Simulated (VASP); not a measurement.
# C (R-3m) in VASP: a series of runs

C is run at these levels: PBE+D3(BJ); tasks: single point.

Program: VASP 6.6.1. These are calculated values, not measurements. Logs are shortened: lines on timing, memory, paths and dates and some standing lists are left out, and cuts for length are marked.

## Step 1: The cell of the first run

Symmetry: R-3m, No. 166, trigonal system. Conventional cell: a = 2.465 Å, b = 2.465 Å, c = 10.083 Å, α = 90.00°, β = 90.00°, γ = 120.00°. C (site symmetry 3m) has 3 C at 1.44 Å within 1.9 Å.

## Step 2: Single point, PBE+D3(BJ) (mode 4 frozen in at +0.095 Å and mode 6 at +0.000 Å (largest displacements))

INCAR

```
SYSTEM = C
PREC     = Accurate       ! precision mode
ENCUT    = 520            ! plane-wave cutoff, eV
EDIFF    = 1E-7           ! SCF threshold, eV
ISMEAR   = 0              ! smearing method
SIGMA    = 0.05           ! smearing width, eV
LREAL    = .False.        ! projectors in reciprocal space
LASPH    = .True.         ! aspherical terms in the spheres
NELM     = 80             ! most SCF steps
ALGO     = Normal         ! electronic algorithm
ISIF     = 2              ! what is computed and relaxed
LWAVE    = .False.        ! write WAVECAR
LCHARG   = .False.        ! write CHGCAR
GGA      = PE             ! functional
IVDW     = 12             ! dispersion correction
NBANDS   = 11             ! bands
```

KPOINTS

```
regular mesh
0
Gamma
  15 15 15
  0 0 0
```

POSCAR

```
C
1.0
    1.2324809262      0.7115731945      3.3609366220
   -1.2324809262      0.7115731945      3.3609366220
    0.0000000000     -1.4231463891      3.3609366220
C
2
Direct
    0.1760175946      0.1760175946      0.1760175946
    0.8239824054      0.8239824054      0.8239824054
```

Potentials or basis: VASP PAW PBE potentials, release 64 (C).

Launch:

```sh
$ cat potpaw_PBE.64/C/POTCAR > POTCAR
$ mpirun -np 1 vasp_std > vasp.out
```

OUTCAR:

```text
SYSTEM = C
   PREC = Accurate
   ENCUT = 520
   EDIFF = 1E-7
   ISMEAR = 0
   LREAL = .False.
   LASPH = .True.
   NELM = 80
   ISIF = 2
   GGA = PE
   IVDW = 12
 IVDW          = 12

 ion  position               nearest neighbor table
   1  0.176  0.176  0.176-   2 1.44   2 1.44   2 1.44
   2  0.824  0.824  0.824-   1 1.44   1 1.44   1 1.44

  LATTYP: Found a trigonal (rhomboedric) cell.
 ALAT       =     3.6498274783
 COS(alpha) =     0.7719417768

  Lattice vectors:

 A1 = (   1.2324809262,   0.7115731945,   3.3609366220)
 A2 = (  -1.2324809262,   0.7115731945,   3.3609366220)
 A3 = (   0.0000000000,  -1.4231463891,   3.3609366220)

Analysis of symmetry for initial positions (statically):
=====================================================================
 Subroutine PRICEL returns:
 Original cell was already a primitive cell.

 Routine SETGRP: Setting up the symmetry group for a
 trigonal (rhombohedral) supercell.

 Subroutine GETGRP returns: Found 12 space group operations
 (whereof 12 operations were pure point group operations)
 out of a pool of 12 trial point group operations.

The static configuration has the point symmetry D_3d.

Analysis of symmetry for dynamics (positions and initial velocities):
=====================================================================
 Subroutine PRICEL returns:
 Original cell was already a primitive cell.

 Routine SETGRP: Setting up the symmetry group for a
 trigonal (rhombohedral) supercell.

 Subroutine GETGRP returns: Found 12 space group operations
 (whereof 12 operations were pure point group operations)
 out of a pool of 12 trial point group operations.

The dynamic configuration has the point symmetry D_3d.

 Subroutine INISYM returns: Found 12 space group operations
 (whereof 12 operations are pure point group operations),
 and found     1 'primitive' translations

----------------------------------------------------------------------------------------

                                     Primitive cell

  volume of cell :      17.6853

  direct lattice vectors                    reciprocal lattice vectors
     1.232480926  0.711573195  3.360936622     0.405685791  0.234222801  0.099178702
    -1.232480926  0.711573195  3.360936622    -0.405685791  0.234222801  0.099178702
     0.000000000 -1.423146389  3.360936622     0.000000000 -0.468445602  0.099178702

  length of vectors
     3.649827478  3.649827478  3.649827478     0.478829507  0.478829507  0.478829507

  position of ions in fractional coordinates (direct lattice)
     0.176017595  0.176017595  0.176017595
     0.823982405  0.823982405  0.823982405

  ion indices of the primitive-cell ions
   primitive index   ion index
                 1           1
                 2           2

----------------------------------------------------------------------------------------

 KPOINTS: regular mesh

Automatic generation of k-mesh.
 Grid dimensions read from file:
 generate k-points for:   15   15   15

 Generating k-lattice:

  Cartesian coordinates                     Fractional coordinates (reciprocal lattice)
     0.027045719  0.015614853  0.006611913     0.066666667  0.000000000  0.000000000
    -0.027045719  0.015614853  0.006611913     0.000000000  0.066666667  0.000000000
     0.000000000 -0.031229707  0.006611913    -0.000000000 -0.000000000  0.066666667

  Length of vectors
     0.031921967  0.031921967  0.031921967

  Shift w.r.t. Gamma in fractional coordinates (k-lattice)
     0.000000000  0.000000000  0.000000000

 Subroutine IBZKPT returns following result:
 ===========================================

 Found    344 irreducible k-points:

 Following reciprocal coordinates:
            Coordinates               Weight
  0.000000  0.000000  0.000000      1.000000
  0.066667  0.000000  0.000000      6.000000
  0.133333  0.000000  0.000000      6.000000
  0.200000  0.000000  0.000000      6.000000
  0.266667  0.000000  0.000000      6.000000
  0.333333 -0.000000 -0.000000      6.000000
[... 16 lines left out ...]
  0.133333  0.133333  0.000000      6.000000
  0.200000  0.133333 -0.000000     12.000000
 [... further k-points ...]
   k-points           NKPTS =    344   k-points in BZ     NKDIM =    344   number of bands    NBANDS=     11
   number of dos      NEDOS =    301   number of ions     NIONS =      2
   total plane-waves  NPLWV =  21952
   dimension x,y,z NGX =    28 NGY =   28 NGZ =   28
   dimension x,y,z NGXF=    56 NGYF=   56 NGZF=   56
   ions per type =               2
   NGX,Y,Z   is equivalent  to a cutoff of  12.75, 12.75, 12.75 a.u.
   NGXF,Y,Z  is equivalent  to a cutoff of  25.51, 25.51, 25.51 a.u.
 SYSTEM =  C
   PREC   = accura    normal or accurate (medium, high low for compatibility)
   ISTART =      0    job   : 0-new  1-cont  2-samecut
   ICHARG =      2    charge: 1-file 2-atom 10-const
   ISPIN  =      1    spin polarized calculation?
   LNONCOLLINEAR =      F non collinear calculations
   LSORBIT =      F    spin-orbit coupling
   LASPH  =      T    aspherical Exc in radial PAW
   ENCUT  =  520.0 eV  38.22 Ry    6.18 a.u.   6.79  6.79  6.79*2*pi/ulx,y,z
   NELM   =     80;   NELMIN=  2; NELMDL= -5     # of ELM steps
   EDIFF  = 0.1E-06   stopping-criterion for ELM
   LREAL  =      F    real-space projection
   EDIFFG = 0.1E-05   stopping-criterion for IOM
   NSW    =      0    number of steps for IOM
   IBRION =     -1    ionic relax: 0-MD 1-quasi-New 2-CG
   NFREE  =      0    steps in history (QN), initial steepest desc. (CG)
   ISIF   =      2    stress and relaxation
   ISYM   =      2    0-nonsym 1-usesym 2-fastsym
   POTIM  = 0.5000    time-step for ionic-motion
   TEBEG  =    0.0;   TEEND  =   0.0 temperature during run
   PSTRESS=    0.0 pullay stress
   NELECT =       8.0000    total number of electrons
   NUPDOWN=      -1.0000    fix difference up-down
   EMIN   =  10.00;   EMAX   =-10.00  energy-range for DOS
   EFERMI =   0.00;   METHOD = LEGACY
   ISMEAR =     0;   SIGMA  =   0.05  broadening in eV -4-tet -1-fermi 0-gaus
   EFERMI_NEDOS =   21; number of points for ismear=-14 and -15
   IALGO  =     38    algorithm
   IMIX   =      4    mixing-type and parameters
     AMIX     =   0.40;   BMIX     =  1.00
     AMIX_MAG =   1.60;   BMIX_MAG =  1.00
  volume/ion in A,a.u.               =       8.84        59.67
  Fermi-wavevector in a.u.,A,eV,Ry     =   1.256708  2.374834 21.487884  1.579315
  Thomas-Fermi vector in A             =   2.390403
   LORBIT       =      0    0 simple, 1 ext, 2 COOP (PROOUT), +10 PAW based schemes
   GGA     = PE    functional components
   LHFCALC =     F    Hartree Fock is set to
   AEXX    =    0.0000 exact exchange contribution
   IVDW    =    12    specifies the selected vdW correction
   LEPSILON=     F    determine dielectric tensor
   LRPA    =     F    only Hartree local field effects (RPA)
 non-spin polarized calculation
 Gauss-broadening in eV      SIGMA  =   0.05
  energy-cutoff  :      520.00
  volume of cell :       17.69
 maximum number of plane-waves:       490
   NGX = 13   NGY = 13   NGZ = 13

 number of electron       8.0000000 magnetization

 Free energy of the ion-electron system (eV)
  ---------------------------------------------------
  ext. energy  EPLUGINS =         0.00000000
  ---------------------------------------------------
  free energy    TOTEN  =       -18.12366319 eV

  energy without entropy =      -18.12366319  energy(sigma->0) =      -18.12366319

 E-fermi :   4.5664     XC(G=0): -10.3648

 val. band max:        4.3679264565   @ k =  -0.3333   0.3333   0.0000
 cond. band min:       4.7677248749   @ k =  -0.3333   0.3333   0.0000
 fundamental gap:      0.3997984184
 Fermi energy:         4.5663796956

 k-point     1 :       0.0000    0.0000    0.0000
  band No.  band energies     occupation
      1     -14.9025      2.00000
      2      -1.7647      2.00000
      3       1.9597      2.00000
      4       1.9597      2.00000
      5       8.1516      0.00000
      6      13.0416      0.00000
      7      13.0416      0.00000
      8      16.6190      0.00000
      9      17.1790      0.00000
     10      27.4939      0.00000
     11      30.2008      0.00000

 k-point     2 :       0.0667    0.0000    0.0000
  band No.  band energies     occupation
      1     -14.7945      2.00000
      2      -1.6613      2.00000
      3       1.5273      2.00000
      4       1.7383      2.00000
      5       8.2797      0.00000
      6      13.1001      0.00000
      7      13.4768      0.00000
      8      16.2790      0.00000
      9      17.3859      0.00000
     10      27.7082      0.00000
     11      29.2292      0.00000

 k-point     3 :       0.1333    0.0000    0.0000
  band No.  band energies     occupation
      1     -14.4710      2.00000
      2      -1.3584      2.00000
      3       0.3870      2.00000
      4       1.1774      2.00000
      5       8.6474      0.00000
      6      13.1377      0.00000
      7      14.6659      0.00000
      8      15.3591      0.00000
      9      18.0433      0.00000
     10      26.7308      0.00000
     11      28.8000      0.00000

 k-point     4 :       0.2000    0.0000    0.0000
  band No.  band energies     occupation
      1     -13.9348      2.00000
      2      -1.3009      2.00000
      3      -0.7292      2.00000
      4       0.4768      2.00000
      5       9.1756      0.00000
      6      13.0171      0.00000
      7      14.1230      0.00000
      8      16.3627      0.00000
      9      19.0914      0.00000
     10      24.6790      0.00000
     11      27.6998      0.00000

 k-point     5 :       0.2667    0.0000    0.0000
  band No.  band energies     occupation
      1     -13.1906      2.00000
      2      -2.9904      2.00000
      3      -0.2045      2.00000
      4      -0.0956      2.00000
      5       9.5556      0.00000
      6      12.7980      0.00000
      7      13.0605      0.00000
      8      18.2983      0.00000
      9      20.2504      0.00000
     10      22.9242      0.00000
     11      26.7254      0.00000
[... 211 lines left out ...]
 k-point    21 :      -0.1333    0.0667   -0.0000
  band No.  band energies     occupation
      1     -14.1567      2.00000
      2      -1.0315      2.00000
      3      -0.4090      2.00000
      4       0.5658      2.00000
      5       8.8394      0.00000
      6      13.4152      0.00000
      7      14.5887      0.00000
      8      15.2532      0.00000
      9      18.8551      0.00000
     10      24.9894      0.00000
     11      28.0675      0.00000

 k-point    22 :      -0.0667    0.0667    0.0000
  band No.  band energies     occupation
      1     -14.5828      2.00000
      2      -1.4201      2.00000
      3       0.7977      2.00000
      4       1.2906      2.00000
      5       8.4555      0.00000
      6      13.2811      0.00000
      7      14.1241      0.00000
      8      15.6518      0.00000
      9      17.8550      0.00000
     10      27.2560      0.00000
     11      28.0304      0.00000

 k-point    23 :       0.1333    0.1333    0.0000
  band No.  band energies     occupation
      1     -14.4552      2.00000
      2      -1.4968      2.00000
      3       0.4011      2.00000
      4       1.1634      2.00000
      5       8.9019      0.00000
      6      13.0846      0.00000
      7      14.6761      0.00000
      8      15.3781      0.00000
      9      18.0667      0.00000
     10      26.4852      0.00000
     11      28.4999      0.00000

 k-point    24 :       0.2000    0.1333   -0.0000
  band No.  band energies     occupation
      1     -14.1259      2.00000
      2      -1.2763      2.00000
      3      -0.4232      2.00000
      4       0.5522      2.00000
      5       9.3131      0.00000
      6      13.3492      0.00000
      7      14.6738      0.00000
      8      15.2700      0.00000
      9      18.8557      0.00000
     10      24.9758      0.00000
     11      28.3217      0.00000

 [... further k-points ...]

------------------------ aborting loop because EDIFF is reached ----------------------------------------

 Edisp (eV)   -0.31247

 E8    (eV) :    -0.0886

  FORCE on cell =-STRESS in cart. coord.  units (eV):
  Direction    XX          YY          ZZ          XY          YZ          ZX
  --------------------------------------------------------------------------------------
  -------------------------------------------------------------------------------------
  Total       0.04724     0.04724    -0.59201     0.00000     0.00000     0.00000
  in kB       4.27935     4.27935   -53.63234     0.00000     0.00000     0.00000
  external pressure =      -15.02 kB  Pullay stress =        0.00 kB

 VOLUME and BASIS-vectors are now :
 -----------------------------------------------------------------------------
  energy-cutoff  :      520.00
  volume of cell :       17.69
      direct lattice vectors                 reciprocal lattice vectors
     1.232480926  0.711573195  3.360936622     0.405685791  0.234222801  0.099178702
    -1.232480926  0.711573195  3.360936622    -0.405685791  0.234222801  0.099178702
     0.000000000 -1.423146389  3.360936622     0.000000000 -0.468445602  0.099178702

 POSITION                                       TOTAL-FORCE (eV/Angst)
 -----------------------------------------------------------------------------------
      0.00000     -0.00000      1.77475         0.000000      0.000000     -3.160818
      0.00000     -0.00000      8.30806         0.000000     -0.000000      3.160818
 -----------------------------------------------------------------------------------
    total drift:                                0.000000     -0.000000      0.000000

  FREE ENERGIE OF THE ION-ELECTRON SYSTEM (eV)
  ---------------------------------------------------
  free  energy   TOTEN  =       -18.4361346885 eV

  energy  without entropy=      -18.4361346885  energy(sigma->0) =      -18.43613469
```

It took 88 s on 1 thread of AMD EPYC 7R13, shared host; peak memory 0.2 GiB.

Results:

```yaml
Free_energy: -18.4361 eV
Pressure: -1.5 GPa
Largest_force: 3.161 eV/Å
Band_gap_on_the_k_mesh: 0.40 eV, direct
Dispersion_energy_per_atom: -0.156 eV
```

Forces in eV/Å, atoms in the order of the input:
```
C    0.000  0.000 -3.161
C    0.000  0.000  3.161
```

Stress tensor (GPa, compression positive):
```
 0.43  0.00  0.00
 0.00  0.43  0.00
 0.00  0.00 -5.36
```

Levels at points of the mesh, in eV from the valence-band top:
```
           k point  band 1  band 2  band 3  band 4  band 5  band 6  band 7  band 8  band 9
(0.00, 0.00, 0.00)  -19.27   -6.13   -2.41   -2.41    3.78    8.67    8.67   12.25   12.81
```

Caveat: the cell differs from its parent crystal (mode 4 frozen in at +0.095 Å and mode 6 at +0.000 Å (largest displacements)); forces of over 1 eV/Å act on the atoms, so gaps and moduli don't describe the material at rest.

## Step 3: Single point, PBE+D3(BJ) (mode 4 frozen in at -0.095 Å and mode 6 at +0.000 Å (largest displacements))

INCAR

```
SYSTEM = C
ALGO     = Normal         ! electronic algorithm
EDIFF    = 1E-7           ! SCF threshold, eV
ENCUT    = 520            ! plane-wave cutoff, eV
GGA      = PE             ! functional
ISIF     = 2              ! what is computed and relaxed
ISMEAR   = 0              ! smearing method
IVDW     = 12             ! dispersion correction
LASPH    = .True.         ! aspherical terms in the spheres
LCHARG   = .False.        ! write CHGCAR
LREAL    = .False.        ! projectors in reciprocal space
LWAVE    = .False.        ! write WAVECAR
NBANDS   = 11             ! bands
NELM     = 80             ! most SCF steps
PREC     = Accurate       ! precision mode
SIGMA    = 0.05           ! smearing width, eV
```

KPOINTS

```
k-points
0
Gamma
  15 15 15
  0 0 0
```

POSCAR

```
C
1.0
    1.2324809262      0.7115731945      3.3609366220
   -1.2324809262      0.7115731945      3.3609366220
    0.0000000000     -1.4231463891      3.3609366220
C
2
Direct
    0.1571736412      0.1571736412      0.1571736412
    0.8428263588      0.8428263588      0.8428263588
```

Potentials or basis: VASP PAW PBE potentials, release 64 (C).

Launch:

```sh
$ cat potpaw_PBE.64/C/POTCAR > POTCAR
$ mpirun -np 1 vasp_std > vasp.out
```

It took 83 s on 1 thread of AMD EPYC 7R13, shared host; peak memory 0.2 GiB.

Results (log left out):

* Free energy: -18.4370 eV
* Pressure: -1.7 GPa
* Largest force: 3.135 eV/Å
* Band gap on the k mesh: 0.93 eV, indirect (least direct gap 0.98 eV)
* Dispersion energy per atom: -0.156 eV

Forces in eV/Å, atoms in the order of the input:
```
C    0.000  0.000  3.135
C    0.000  0.000 -3.135
```

Stress tensor (GPa, compression positive):
```
 0.64  0.00  0.00
 0.00  0.64  0.00
 0.00  0.00 -6.30
```

Levels at points of the mesh, in eV from the valence-band top:
```
           k point  band 1  band 2  band 3  band 4  band 5  band 6  band 7  band 8  band 9
(0.00, 0.00, 0.00)  -19.06   -5.91   -2.19   -2.19    3.96    8.83    8.83   12.41   13.03
```

Caveat: the cell differs from its parent crystal (mode 4 frozen in at -0.095 Å and mode 6 at +0.000 Å (largest displacements)); forces of over 1 eV/Å act on the atoms, so gaps and moduli don't describe the material at rest. A k mesh can miss the band edges.
